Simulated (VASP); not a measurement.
Here is a VASP 6.6.1 calculation.

Contents of INCAR:

```
SYSTEM = GdZn
PREC = Accurate ; ENCUT = 520
EDIFF = 1E-6 ; ISMEAR = -1
SIGMA = 0.05 ; LREAL = .False.
LASPH = .True. ; NELM = 150
ALGO = Normal ; ISIF = 2
LWAVE = .False. ; LCHARG = .False.
ISPIN = 2 ; MAGMOM = 7 0
LORBIT = 11 ; LMAXMIX = 6
LDAU = .True. ; LDAUTYPE = 2
LDAUL = 3 -1 ; LDAUU = 8 0
LDAUJ = 0 0 ; LDAUPRINT = 1
GGA = CA ; NBANDS = 26
```

File KPOINTS:

```
regular mesh
0
Gamma
  11 11 11
  0 0 0
```

File POSCAR:

```
GdZn
1.0
    3.6180000000      0.0000000000      0.0000000000
    0.0000000000      3.6180000000      0.0000000000
    0.0000000000      0.0000000000      3.6180000000
Gd Zn
1 1
Direct
    0.0000000000      0.0000000000      0.0000000000
    0.5000000000      0.5000000000      0.5000000000
```

Potentials or basis: VASP PAW PBE potentials, release 64 (Gd, Zn).

Run with:

```console
$ cat potpaw_PBE.64/Gd/POTCAR potpaw_PBE.64/Zn/POTCAR > POTCAR
$ mpirun -np 1 vasp_std > vasp.out
```

(1) Estimate the pressure.

(2) What does it give for the site moments?

## Answers

(1) -5.4 GPa.

(2) Gd +7.08; Zn +0.02 μB.

Caveat: the PAW data sets were made with another functional, which shifts forces and pressure a little.
